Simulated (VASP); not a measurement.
Runs of VASP 6.6.1 on CdSn2O3. The structure is that of space group P6/mmm (No. 191), or close to it. The cells are those of the table. The cell was generated, and may not be a known phase.

```tsv
task	cell	k mesh	cutoff (eV)	gap on the mesh (eV)	pressure (GPa)	relaxed volume (Å³/atom)
single point	a = 6.086, b = 6.086, c = 3.073 Å, angles 90.0, 90.0, 120.0°, 6 atoms	6 × 6 × 12	520	none	0.1	-
single point	a = 6.127, b = 6.127, c = 3.084 Å, angles 90.0, 90.0, 120.0°, 6 atoms	6 × 6 × 4	520	none	0.3	-
relaxation of cell and atoms	relaxed from a = 4.743, b = 4.743, c = 5.966 Å, angles 90.0, 90.0, 120.0°, 6 atoms	6 × 6 × 4	600	none	-0.3	16.30
single point	a = 4.743, b = 4.743, c = 5.966 Å, angles 90.0, 90.0, 120.0°, 6 atoms	6 × 6 × 4	520	none	(a)	-
relaxation of cell and atoms	relaxed from a = 6.127, b = 6.127, c = 3.084 Å, angles 90.0, 90.0, 120.0°, 6 atoms	3 × 3 × 6	600	none	0.0	(b)
```

Alike in all rows: level PBE; potentials or basis VASP PAW PBE potentials, release 64 (Cd, Sn_d, O); no spin polarisation; smearing gaussian 0.1 eV.

Question: Fill in the values left out.

Answer: (a) -2.7; (b) 16.55.

Caveats: some runs use coarse meshes; spin-orbit coupling is left out, which moves the levels of the heavy elements; the volume moved by over 15 % at a fixed basis, so the end points are rough (at least some runs); the stress differs along the axes, from -12 to 2 GPa (at least some runs); semilocal functionals underestimate gaps, and a narrow one can read as zero (at least some runs).

A k mesh can miss the band edges, and the runs leave out spin-orbit coupling on Cd, Sn.

A gap of «none» marks levels without a gap at the run's occupations.
